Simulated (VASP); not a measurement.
Input of a VASP 6.6.1 run:

File INCAR:

```
SYSTEM = MgO
  ALGO = Normal
  EDIFF = 1E-8
  ENCUT = 520
  IBRION = 6
  ISIF = 2
  ISMEAR = 0
  LASPH = .TRUE.
  LCHARG = .FALSE.
  LMIXTAU = .TRUE.
  LREAL = .FALSE.
  LWAVE = .FALSE.
  METAGGA = R2SCAN
  NBANDS = 11
  NELM = 80
  NFREE = 2
  NSW = 1
  POTIM = 0.015
  PREC = Accurate
  SIGMA = 0.01
```

The input KPOINTS:

```
k-points
0
G
  10 10 10
  0 0 0
```

Contents of POSCAR:

```
MgO
1.0
    2.0490258035      2.0490258035      0.0000000000
   -2.0490258035      2.0490258035      0.0000000000
    0.0000000000      2.0490258035      2.0490258035
Mg O
1 1
Direct
    0.0000000000      0.0000000000      0.0000000000
    0.5000000000      0.5000000000      0.0000000000
```

Potentials or basis: VASP PAW PBE potentials, release 64 (Mg, O).

Launch:

```bash
$ cat potpaw_PBE.64/Mg/POTCAR potpaw_PBE.64/O/POTCAR > POTCAR
$ mpirun -np 1 vasp_std > vasp.out
```

(1) Estimate the highest phonon frequency at Γ, LO-TO splitting left out.

Answers

(1) 476 cm⁻¹.

Caveat: the cell stands under pressure or tension, which shifts response properties.
